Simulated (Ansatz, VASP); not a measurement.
As: VASP beside Ansatz

```
As
1.0
     6.18497    0.00000    0.00000
    -3.09249    5.35634    0.00000
     0.00000    0.00000   19.60000
As
6
Direct
  0.66667 0.66667 0.55151
  0.33561 0.00165 0.55055
  0.99887 0.32873 0.54986
  0.33097 0.33125 0.62219
  0.00254 0.66480 0.62070
  0.66675 0.00104 0.62270
```

Alike in both runs: task single point; functional PBE; dispersion D3(BJ); k mesh 6 × 6 × 1; occupations gaussian, width 0.04 eV; no spin polarisation.

|  | VASP | Ansatz |
| --- | --- | --- |
| version | VASP 6.6.1 | Ansatz 0.2.0 |
| potentials or method | VASP PAW PBE potentials, release 64 (As), cutoff 400 eV | scalar-relativistic, plane waves, PAW |
| valence electrons in the cell | 30 | 90 |

```csv
,VASP,Ansatz,Ansatz less VASP
gap on the k mesh at the Fermi level (eV),1.54,1.54,-0.004
least direct gap on the mesh (eV),1.89,1.87,-0.018
rms of the force components (eV/Å),0.076,0.037,-0.0390
```

Atom by atom the forces differ by 0.051 eV/Å (rms over components). VASP's potentials hold 30 valence electrons a cell and Ansatz's 90, so a difference there can come from the potentials and not from the codes.
